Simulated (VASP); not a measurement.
# Fe (I4/mmm) in VASP: a series of runs

The runs below take Fe through single point, with PBE.

Program: VASP 6.6.1. These are calculated values, not measurements. Logs are shortened: lines on timing, memory, paths and dates and some standing lists are left out, and cuts for length are marked.

### Step 1. The cell of the first run

Symmetry: I4/mmm, No. 139, tetragonal system. The conventional cell has a = 2.954 Å, b = 2.954 Å, c = 2.741 Å, α = 90.00°, β = 90.00°, γ = 90.00°. Fe (site symmetry 4/mmm) has 14 Fe at 2.50 to 2.95 Å within 3.3 Å.

### Step 2. Single point, PBE, collinear spin, ferromagnetic start (volume 11.957 Å^3 an atom, c/a of the conventional cell 0.9280)

File INCAR:

```
SYSTEM = Fe
ALGO = Normal
EDIFF = 1E-7
ENCUT = 520
GGA = PE
ISIF = 2
ISMEAR = 0
ISPIN = 2
LASPH = .TRUE.
LCHARG = .TRUE.
LELF = .TRUE.
LMAXMIX = 4
LORBIT = 11
LREAL = .FALSE.
LVHAR = .TRUE.
LWAVE = .FALSE.
MAGMOM = 2.44
NBANDS = 14
NELM = 150
PREC = Accurate
SIGMA = 0.15
```

File KPOINTS:

```
k-points
0
G
  12 12 12
  0 0 0
```

File POSCAR:

```
Fe
1.0
   -1.4768557806      1.4768557806      1.3705221644
    1.4768557806     -1.4768557806      1.3705221644
    1.4768557806      1.4768557806     -1.3705221644
Fe
1
Direct
    0.0000000000      0.0000000000      0.0000000000
```

Potentials or basis: VASP PAW PBE potentials, release 64 (Fe).

Launch:

```console
> cat potpaw_PBE.64/Fe/POTCAR > POTCAR
> mpirun -np 1 vasp_std > vasp.out
```

OUTCAR:

```text
SYSTEM = Fe
   EDIFF = 1E-7
   ENCUT = 520
   GGA = PE
   ISIF = 2
   ISMEAR = 0
   ISPIN = 2
   LASPH = .TRUE.
   LORBIT = 11
   LREAL = .FALSE.
   NELM = 150
   PREC = Accurate

 ion  position               nearest neighbor table
   1  0.000  0.000  0.000-

  LATTYP: Found a body centered tetragonal cell.
 ALAT       =     2.9537115612
 C/A-ratio  =     0.9280000000

  Lattice vectors:

 A1 = (  -1.4768557806,   1.4768557806,   1.3705221644)
 A2 = (   1.4768557806,  -1.4768557806,   1.3705221644)
 A3 = (   1.4768557806,   1.4768557806,  -1.3705221644)

Analysis of symmetry for initial positions (statically):
=====================================================================
 Subroutine PRICEL returns:
 Original cell was already a primitive cell.

 Routine SETGRP: Setting up the symmetry group for a
 body centered tetragonal supercell.

 Subroutine GETGRP returns: Found 16 space group operations
 (whereof 16 operations were pure point group operations)
 out of a pool of 16 trial point group operations.

The static configuration has the point symmetry D_4h.

Analysis of symmetry for dynamics (positions and initial velocities):
=====================================================================
 Subroutine PRICEL returns:
 Original cell was already a primitive cell.

 Routine SETGRP: Setting up the symmetry group for a
 body centered tetragonal supercell.

 Subroutine GETGRP returns: Found 16 space group operations
 (whereof 16 operations were pure point group operations)
 out of a pool of 16 trial point group operations.

The dynamic configuration has the point symmetry D_4h.

Analysis of structural, dynamic, and magnetic symmetry:
=====================================================================
 Subroutine PRICEL returns:
 Original cell was already a primitive cell.

 Routine SETGRP: Setting up the symmetry group for a
 body centered tetragonal supercell.

 Subroutine GETGRP returns: Found 16 space group operations
 (whereof 16 operations were pure point group operations)
 out of a pool of 16 trial point group operations.

The overall configuration has the point symmetry D_4h.

 Subroutine INISYM returns: Found 16 space group operations
 (whereof 16 operations are pure point group operations),
 and found     1 'primitive' translations

----------------------------------------------------------------------------------------

                                     Primitive cell

  volume of cell :      11.9570

  direct lattice vectors                    reciprocal lattice vectors
    -1.476855781  1.476855781  1.370522164     0.000000000  0.338557093  0.364824454
     1.476855781 -1.476855781  1.370522164     0.338557093  0.000000000  0.364824454
     1.476855781  1.476855781 -1.370522164     0.338557093  0.338557093  0.000000000

  length of vectors
     2.498106682  2.498106682  2.498106682     0.497712555  0.497712555  0.478792033

  position of ions in fractional coordinates (direct lattice)
     0.000000000  0.000000000  0.000000000

  ion indices of the primitive-cell ions
   primitive index   ion index
                 1           1

----------------------------------------------------------------------------------------

 KPOINTS: k-points

Automatic generation of k-mesh.
 Grid dimensions read from file:
 generate k-points for:   12   12   12

 Generating k-lattice:

  Cartesian coordinates                     Fractional coordinates (reciprocal lattice)
     0.000000000  0.028213091  0.030402038     0.083333333  0.000000000  0.000000000
     0.028213091  0.000000000  0.030402038     0.000000000  0.083333333  0.000000000
     0.028213091  0.028213091  0.000000000     0.000000000  0.000000000  0.083333333

  Length of vectors
     0.041476046  0.041476046  0.039899336

  Shift w.r.t. Gamma in fractional coordinates (k-lattice)
     0.000000000  0.000000000  0.000000000

 Subroutine IBZKPT returns following result:
 ===========================================

 Found    163 irreducible k-points:

 Following reciprocal coordinates:
            Coordinates               Weight
  0.000000  0.000000  0.000000      1.000000
  0.083333 -0.000000  0.000000      8.000000
  0.166667  0.000000  0.000000      8.000000
  0.250000  0.000000  0.000000      8.000000
  0.333333  0.000000  0.000000      8.000000
  0.416667 -0.000000  0.000000      8.000000
[... 16 lines left out ...]
  0.500000  0.166667  0.000000     16.000000
 -0.416667  0.166667  0.000000     16.000000
 [... further k-points ...]
   k-points           NKPTS =    163   k-points in BZ     NKDIM =    163   number of bands    NBANDS=     14
   number of dos      NEDOS =    301   number of ions     NIONS =      1
   total plane-waves  NPLWV =   8000
   dimension x,y,z NGX =    20 NGY =   20 NGZ =   20
   dimension x,y,z NGXF=    40 NGYF=   40 NGZF=   40
   ions per type =               1
   NGX,Y,Z   is equivalent  to a cutoff of  13.31, 13.31, 13.31 a.u.
   NGXF,Y,Z  is equivalent  to a cutoff of  26.62, 26.62, 26.62 a.u.
 SYSTEM =  Fe
   PREC   = accura    normal or accurate (medium, high low for compatibility)
   ISTART =      0    job   : 0-new  1-cont  2-samecut
   ICHARG =      2    charge: 1-file 2-atom 10-const
   ISPIN  =      2    spin polarized calculation?
   LNONCOLLINEAR =      F non collinear calculations
   LSORBIT =      F    spin-orbit coupling
   LASPH  =      T    aspherical Exc in radial PAW
   ENCUT  =  520.0 eV  38.22 Ry    6.18 a.u.   4.64  4.64  4.64*2*pi/ulx,y,z
   NELM   =    150;   NELMIN=  2; NELMDL= -5     # of ELM steps
   EDIFF  = 0.1E-06   stopping-criterion for ELM
   LREAL  =      F    real-space projection
   EDIFFG = 0.1E-05   stopping-criterion for IOM
   NSW    =      0    number of steps for IOM
   IBRION =     -1    ionic relax: 0-MD 1-quasi-New 2-CG
   NFREE  =      0    steps in history (QN), initial steepest desc. (CG)
   ISIF   =      2    stress and relaxation
   ISYM   =      2    0-nonsym 1-usesym 2-fastsym
   POTIM  = 0.5000    time-step for ionic-motion
   TEBEG  =    0.0;   TEEND  =   0.0 temperature during run
   PSTRESS=    0.0 pullay stress
   NELECT =       8.0000    total number of electrons
   NUPDOWN=      -1.0000    fix difference up-down
   EMIN   =  10.00;   EMAX   =-10.00  energy-range for DOS
   EFERMI =   0.00;   METHOD = LEGACY
   ISMEAR =     0;   SIGMA  =   0.15  broadening in eV -4-tet -1-fermi 0-gaus
   EFERMI_NEDOS =   21; number of points for ismear=-14 and -15
   IALGO  =     38    algorithm
   IMIX   =      4    mixing-type and parameters
     AMIX     =   0.40;   BMIX     =  1.00
     AMIX_MAG =   1.60;   BMIX_MAG =  1.00
  volume/ion in A,a.u.               =      11.96        80.69
  Fermi-wavevector in a.u.,A,eV,Ry     =   1.431850  2.705803 27.894575  2.050193
  Thomas-Fermi vector in A             =   2.551541
   LORBIT       =     11    0 simple, 1 ext, 2 COOP (PROOUT), +10 PAW based schemes
   GGA     = PE    functional components
   LHFCALC =     F    Hartree Fock is set to
   AEXX    =    0.0000 exact exchange contribution
   IVDW    =     0    specifies the selected vdW correction
   LEPSILON=     F    determine dielectric tensor
   LRPA    =     F    only Hartree local field effects (RPA)
 spin polarized calculation
 Gauss-broadening in eV      SIGMA  =   0.15
  energy-cutoff  :      520.00
  volume of cell :       11.96
 maximum number of plane-waves:       337
   NGX =  9   NGY =  9   NGZ =  9

 number of electron       8.0000006 magnetization       2.3378563

 Free energy of the ion-electron system (eV)
  ---------------------------------------------------
  ext. energy  EPLUGINS =         0.00000000
  ---------------------------------------------------
  free energy    TOTEN  =        -8.21762230 eV

  energy without entropy =       -8.20611227  energy(sigma->0) =       -8.21186728

 E-fermi :   5.3232     XC(G=0): -12.8239

 val. band max:        5.3221805235   @ k =   0.5000   0.5000   0.3333
 cond. band min:       5.3237943150   @ k =  -0.2500  -0.4167   0.1667
 fundamental gap:      0.0016137915
 Fermi energy:         5.3232050592

 spin component 1

 k-point     1 :       0.0000    0.0000    0.0000
  band No.  band energies     occupation
      1      -2.8288      1.00000
      2       2.8425      1.00000
      3       3.2258      1.00000
      4       3.2258      1.00000
      5       3.9932      1.00000
      6       4.3696      1.00000
      7      29.1643      0.00000
      8      29.1643      0.00000
      9      31.0587      0.00000
     10      34.0240      0.00000
     11      34.9950      0.00000
     12      35.3047      0.00000
     13      36.1539      0.00000
     14      36.1539      0.00000
[... 375 lines left out ...]
 k-point    24 :      -0.4167    0.1667    0.0000
  band No.  band energies     occupation
      1       0.8853      1.00000
      2       2.2394      1.00000
      3       2.7869      1.00000
      4       4.1420      1.00000
      5       4.3662      1.00000
      6       5.8535      0.00000
      7      17.9769      0.00000
      8      19.2667      0.00000
      9      25.2770      0.00000
     10      29.8042      0.00000
     11      35.7807      0.00000
     12      36.9789      0.00000
     13      41.9822      0.00000
     14      43.6299      0.00000

 [... further k-points ...]

 spin component 2

 k-point     1 :       0.0000    0.0000    0.0000
  band No.  band energies     occupation
      1      -2.6542      1.00000
      2       4.8076      1.00000
      3       5.3635      0.35209
      4       5.3635      0.35202
      5       6.7245      0.00000
      6       7.3184      0.00000
      7      28.9313      0.00000
      8      28.9313      0.00000
      9      30.8119      0.00000
     10      34.3134      0.00000
     11      35.3311      0.00000
     12      35.6752      0.00000
     13      37.2468      0.00000
     14      37.2468      0.00000
[... 375 lines left out ...]
 k-point    24 :      -0.4167    0.1667    0.0000
  band No.  band energies     occupation
      1       1.5373      1.00000
      2       4.0587      1.00000
      3       4.5281      1.00000
      4       6.7216      0.00000
      5       7.1680      0.00000
      6       7.9636      0.00000
      7      18.7874      0.00000
      8      19.9122      0.00000
      9      25.7926      0.00000
     10      30.0716      0.00000
     11      36.0273      0.00000
     12      37.3560      0.00000
     13      42.3087      0.00000
     14      44.2497      0.00000

 [... further k-points ...]
[... 5 lines left out ...]
  --------------------------------------------------------------------------------------
  -------------------------------------------------------------------------------------
  Total       -0.7423238     -0.7423238     -0.0772687      0.0000000     -0.0000000      0.0000000
  in kB      -99.4676201    -99.4676201    -10.3536171      0.0000000     -0.0000000      0.0000000
  external PRESSURE =     -69.7629524 kB  Pullay stress =       0.0000000 kB

 VOLUME and BASIS-vectors are now :
 -----------------------------------------------------------------------------
  energy-cutoff  :      520.00
  volume of cell :       11.96
      direct lattice vectors                 reciprocal lattice vectors
    -1.476855781  1.476855781  1.370522164     0.000000000  0.338557093  0.364824454
     1.476855781 -1.476855781  1.370522164     0.338557093  0.000000000  0.364824454
     1.476855781  1.476855781 -1.370522164     0.338557093  0.338557093  0.000000000

 POSITION                                       TOTAL-FORCE (eV/Angst)
 -----------------------------------------------------------------------------------
      0.00000      0.00000      0.00000         0.000000      0.000000      0.000000
 -----------------------------------------------------------------------------------
    total drift:                                0.000000     -0.000000      0.000000

  FREE ENERGIE OF THE ION-ELECTRON SYSTEM (eV)
  ---------------------------------------------------
  free  energy   TOTEN  =        -8.2176222980 eV

  energy  without entropy=       -8.2061122664  energy(sigma->0) =       -8.21186728

 total charge

# of ion       s       p       d       tot
------------------------------------------
    1        0.467   0.496   6.206   7.169

 magnetization (x)

# of ion       s       p       d       tot
------------------------------------------
    1       -0.014  -0.052   2.408   2.343
```

Wall time 52 s (1 thread of AMD EPYC 7R43 (Zen 3), shared host); peak memory 0.12 GiB.

Results:

| Property | Result |
| --- | --- |
| Free energy | -8.2176 eV |
| Pressure | -7.0 GPa |
| Net moment | 2.34 μB per cell |
| Site moments | Fe +2.34 μB |
| Valence electrons inside the program's atomic spheres | Fe 7.17 |

Levels at points of the mesh, in eV from the Fermi level:
Spin up:
```csv
k point,band 2,band 3,band 4,band 5,band 6,band 7,band 8,band 9
"(0.00, 0.00, 0.00)",-2.48,-2.10,-2.10,-1.33,-0.95,23.84,23.84,25.74
"(0.50, 0.00, 0.00)",-3.39,-1.13,-0.66,0.25,0.75,7.17,17.42,18.69
"(0.50, 0.50, 0.00)",-2.90,-1.33,-1.09,0.14,0.17,6.37,19.08,21.02
"(0.50, 0.50, 0.50)",-4.50,-0.06,-0.06,0.09,8.64,8.64,11.52,14.37
```
Spin down:
```
           k point  band 1  band 2  band 3  band 4  band 5  band 6  band 7
(0.00, 0.00, 0.00)   -7.98   -0.52    0.04    0.04    1.40    2.00   23.61
(0.50, 0.00, 0.00)   -3.29   -1.57    0.86    1.66    2.16    2.62    8.61
(0.50, 0.50, 0.00)   -3.36   -0.94    0.22    1.20    1.86    2.61    7.85
(0.50, 0.50, 0.50)   -2.75   -2.60    2.34    2.34    2.38    8.93    8.93
```

### Step 3. Single point, PBE, collinear spin, ferromagnetic start (volume 11.957 Å^3 an atom, c/a of the conventional cell 1.2513)

File INCAR:

```
SYSTEM = Fe
  PREC = Accurate
  ENCUT = 520
  EDIFF = 1E-6
  ISMEAR = 0
  SIGMA = 0.15
  LREAL = .False.
  LASPH = .True.
  NELM = 150
  ALGO = Normal
  ISIF = 2
  LWAVE = .False.
  LCHARG = .False.
  ISPIN = 2
  MAGMOM = 2.44
  LORBIT = 11
  LMAXMIX = 4
  GGA = PE
  NBANDS = 14
```

File KPOINTS:

```
regular mesh
0
Gamma
  12 12 12
  0 0 0
```

File POSCAR:

```
Fe
1.0
   -1.3368015213      1.3368015213      1.6727397436
    1.3368015213     -1.3368015213      1.6727397436
    1.3368015213      1.3368015213     -1.6727397436
Fe
1
Direct
    0.0000000000      0.0000000000      0.0000000000
```

Potentials or basis: VASP PAW PBE potentials, release 64 (Fe).

Launch:

```console
> cat potpaw_PBE.64/Fe/POTCAR > POTCAR
> mpirun -np 1 vasp_std > vasp.out
```

OUTCAR:

```text
SYSTEM = Fe
   PREC = Accurate
   ENCUT = 520
   EDIFF = 1E-6
   ISMEAR = 0
   LREAL = .False.
   LASPH = .True.
   NELM = 150
   ISIF = 2
   ISPIN = 2
   LORBIT = 11
   GGA = PE

 ion  position               nearest neighbor table
   1  0.000  0.000  0.000-

  LATTYP: Found a body centered tetragonal cell.
 ALAT       =     2.6736030426
 C/A-ratio  =     1.2513000000

  Lattice vectors:

 A1 = (  -1.3368015213,   1.3368015213,   1.6727397436)
 A2 = (   1.3368015213,  -1.3368015213,   1.6727397436)
 A3 = (   1.3368015213,   1.3368015213,  -1.6727397436)

Analysis of symmetry for initial positions (statically):
=====================================================================
 Subroutine PRICEL returns:
 Original cell was already a primitive cell.

 Routine SETGRP: Setting up the symmetry group for a
 body centered tetragonal supercell.

 Subroutine GETGRP returns: Found 16 space group operations
 (whereof 16 operations were pure point group operations)
 out of a pool of 16 trial point group operations.

The static configuration has the point symmetry D_4h.
[... 597 lines left out ...]
      2       5.0769      0.99902
      3       5.0769      0.99902
      4       6.0983      0.00000
      5       6.3366      0.00000
      6       7.4112      0.00000
      7      27.3149      0.00000
      8      31.0046      0.00000
      9      31.0046      0.00000
     10      33.6205      0.00000
     11      34.4941      0.00000
     12      35.4420      0.00000
     13      35.4420      0.00000
     14      35.9160      0.00000
[... 379 lines left out ...]
      3       4.8261      1.00000
      4       6.3323      0.00000
      5       7.6987      0.00000
      6       7.9494      0.00000
      7      16.8111      0.00000
      8      22.8229      0.00000
      9      25.6885      0.00000
     10      28.5810      0.00000
     11      35.3654      0.00000
     12      38.2618      0.00000
     13      39.7244      0.00000
     14      43.7934      0.00000

 [... further k-points ...]
[... 5 lines left out ...]
  --------------------------------------------------------------------------------------
  -------------------------------------------------------------------------------------
  Total        0.0799336      0.0799336     -0.8880377      0.0000000      0.0000000      0.0000000
  in kB       10.7106908     10.7106908   -118.9925432      0.0000000      0.0000000      0.0000000
  external PRESSURE =     -32.5237206 kB  Pullay stress =       0.0000000 kB

 VOLUME and BASIS-vectors are now :
 -----------------------------------------------------------------------------
  energy-cutoff  :      520.00
  volume of cell :       11.96
      direct lattice vectors                 reciprocal lattice vectors
    -1.336801521  1.336801521  1.672739744     0.000000000  0.374027103  0.298910815
     1.336801521 -1.336801521  1.672739744     0.374027103  0.000000000  0.298910815
     1.336801521  1.336801521 -1.672739744     0.374027103  0.374027103  0.000000000

 POSITION                                       TOTAL-FORCE (eV/Angst)
 -----------------------------------------------------------------------------------
      0.00000      0.00000      0.00000        -0.000000     -0.000000      0.000000
 -----------------------------------------------------------------------------------
    total drift:                               -0.000000     -0.000000      0.000000

  FREE ENERGIE OF THE ION-ELECTRON SYSTEM (eV)
  ---------------------------------------------------
  free  energy   TOTEN  =        -8.1426553853 eV

  energy  without entropy=       -8.1299162407  energy(sigma->0) =       -8.13628581

 total charge

# of ion       s       p       d       tot
------------------------------------------
    1        0.471   0.498   6.201   7.170

 magnetization (x)

# of ion       s       p       d       tot
------------------------------------------
    1       -0.016  -0.050   2.503   2.437
```

Run time: 52 s. Hardware: 1 thread of AMD EPYC 7R43 (Zen 3), shared host; peak memory 0.12 GiB.

Results:

| Quantity | Value |
| --- | --- |
| Free energy | -8.1427 eV |
| Pressure | -3.3 GPa |
| Net moment | 2.44 μB per cell |
| Site moments | Fe +2.44 μB |
| Valence electrons inside the program's atomic spheres | Fe 7.17 |

Stress tensor (GPa, compression positive):
```
  1.07   0.00   0.00
  0.00   1.07   0.00
  0.00   0.00 -11.90
```

Levels at points of the mesh, in eV from the Fermi level:
Spin up:
| k point | band 1 | band 2 | band 3 | band 4 | band 5 | band 6 | band 7 | band 8 | band 9 | band 10 |
| --- | --- | --- | --- | --- | --- | --- | --- | --- | --- | --- |
| (0.00, 0.00, 0.00) | -8.25 | -2.41 | -2.41 | -1.87 | -1.62 | -1.07 | 22.24 | 25.52 | 25.52 | 27.39 |
| (0.50, 0.00, 0.00) | -4.73 | -2.76 | -2.06 | -0.62 | -0.10 | 0.04 | 6.28 | 19.76 | 21.97 | 24.63 |
| (0.50, 0.50, 0.00) | -4.83 | -4.02 | -0.61 | -0.48 | 0.18 | 1.76 | 8.45 | 15.18 | 15.58 | 20.07 |
| (0.50, 0.50, 0.50) | -4.85 | -4.38 | -0.39 | 0.01 | 0.01 | 4.65 | 11.48 | 12.46 | 12.46 | 17.53 |
Spin down:
```
           k point  band 1  band 2  band 3  band 4  band 5  band 6  band 7
(0.00, 0.00, 0.00)   -8.04   -0.33   -0.33    0.69    0.93    2.01   21.91
(0.50, 0.00, 0.00)   -3.39   -0.60    0.16    0.60    2.23    2.46    7.83
(0.50, 0.50, 0.00)   -3.23   -2.28    1.95    2.34    2.42    2.61    9.92
(0.50, 0.50, 0.50)   -2.96   -2.45    2.35    2.42    2.42    4.90   12.82
```

(Part 1 of 2 ends here.)
